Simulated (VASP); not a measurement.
SiO2: single point with PBEsol

Crystal: SiO2.

```
Si O
1.0
     4.14675    0.00000    0.00000
     0.00000    4.14675    0.00000
     0.00000    0.00000    2.63851
Si O
2 4
Direct
  0.00000 0.00000 0.00000
  0.50000 0.50000 0.50000
  0.80684 0.19316 0.50000
  0.30684 0.30684 0.00000
  0.19316 0.80684 0.50000
  0.69316 0.69316 0.00000
```

- Program: VASP 6.6.1
- Task: single point
- Functional: PBEsol
- Potentials or basis: VASP PAW PBE potentials, release 64 (Si, O)
- Cutoff: 520 eV
- k mesh: 6 × 6 × 10
- Occupations: fermi-dirac, width 0.05 eV
- Spin: no spin polarisation
- Dipole correction: no
- Further INCAR settings: ALGO = Normal; EDIFF = 1e-07; NBANDS = 25

The pressure is 14.6 GPa, the largest force is 0.457 eV/Å and the band gap on the k mesh is 6.09 eV.

Forces in eV/Å, atoms in the order of the input:
```
Si   0.000  0.000  0.000
Si   0.000  0.000  0.000
O   -0.323  0.323  0.000
O   -0.323 -0.323  0.000
O    0.323 -0.323  0.000
O    0.323  0.323  0.000
```

Stress tensor (GPa, compression positive):
```
12.81  0.00  0.00
 0.00 12.81  0.00
 0.00  0.00 18.07
```

Levels at points of the mesh, in eV from the valence-band top:
```
           k point  band 12  band 13  band 14  band 15  band 16  band 17  band 18  band 19  band 20  band 21
(0.00, 0.00, 0.00)    -3.23    -2.58    -0.89    -0.89     0.00     6.09     6.65     8.64     8.64    11.02
(0.50, 0.00, 0.00)    -4.03    -2.77    -2.77    -1.12    -1.12     8.03     8.03     9.18     9.18    11.06
(0.50, 0.50, 0.00)    -3.36    -2.71    -2.71    -2.40    -2.40     7.66     7.66    10.20    10.20    13.25
(0.00, 0.00, 0.50)    -4.72    -3.24    -3.24    -2.82    -2.82     9.40     9.40    12.74    12.74    12.85
(0.50, 0.00, 0.50)    -4.13    -2.37    -2.37    -1.85    -1.85     9.01     9.01    10.01    10.01    12.15
(0.50, 0.50, 0.50)    -4.58    -1.86    -1.86    -1.62    -1.62     7.49     7.49    10.97    10.97    11.69
```

Run time: 73 s on 1 thread of Intel Xeon 8259CL (shared host), peak memory 0.18 GiB.

Caveat: the cell stands under pressure; the PAW data sets were made with another functional, which shifts forces and pressure a little. A k mesh can miss the band edges.
